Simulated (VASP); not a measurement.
Input of a VASP 6.6.1 run:

File INCAR:

```
ALGO = Fast ; EDIFF = 1E-7
ENCUT = 520 ; GGA = CA
ISIF = 2 ; ISMEAR = 0
LASPH = T ; LCHARG = T
LELF = T ; LREAL = F
LVHAR = T ; LWAVE = F
NBANDS = 11 ; NELM = 60
PREC = Accurate ; SIGMA = 0.15
```

Contents of KPOINTS:

```
k-points
0
Gamma
  22 22 22
```

POSCAR

```
Pt
1.0
   -1.5604567000      1.5604567000      1.5842200000
    1.5604567000     -1.5604567000      1.5842200000
    1.5604567000      1.5604567000     -1.5842200000
Pt
1
Direct
    0.0000000000      0.0000000000      0.0000000000
```

Potentials or basis: VASP PAW LDA potentials, release 64 (Pt).

The run is started by

```console
$ cat potpaw_LDA.64/Pt/POTCAR > POTCAR
$ mpirun -np 1 vasp_std > vasp.out
```

Task: What does it give for the pressure?

Result: -8.4 GPa.

Task: What does it give for the band gap on the k mesh?

Result: Zero (bands 5 and 6 overlap by 2.21 eV).

Stress tensor (GPa, compression positive):
```
-8.91  0.00  0.00
 0.00 -8.91  0.00
 0.00  0.00 -7.31
```

Caveat: the cell differs from its parent crystal (strain -0.015 along x and y, +0.000 along z); the cell stands under tension; spin-orbit coupling is left out, which moves the levels of the heavy elements.
